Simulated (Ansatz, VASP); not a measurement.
# CaSe: VASP beside Ansatz

```xyz
2
Lattice="0.0000 2.9792 2.9792 2.9792 0.0000 2.9792 2.9792 2.9792 0.0000" Properties=species:S:1:pos:R:3 pbc="T T T"
Ca    0.0000    0.0000    0.0000
Se    2.9792    2.9792    2.9792
```

Alike in both runs: functional PBE; k mesh 7 × 7 × 7; occupations fermi-dirac, width 0.02 eV; no spin polarisation.

Ansatz relaxed the structure, and its values are those at the end. VASP's run is a single point on that final structure, the one shown.

|  | VASP | Ansatz |
| --- | --- | --- |
| version | VASP 6.6.1 | Ansatz 0.2.0 |
| potentials or method | VASP PAW PBE potentials, release 64 (Ca_sv, Se), cutoff 520 eV | all-electron LAPW, scalar-relativistic |

|  | VASP | Ansatz | Ansatz less VASP |
| --- | --- | --- | --- |
| pressure (GPa) | 0.2 | 0.0 | -0.16 |

Ansatz ran all-electron here, and VASP with PAW potentials.
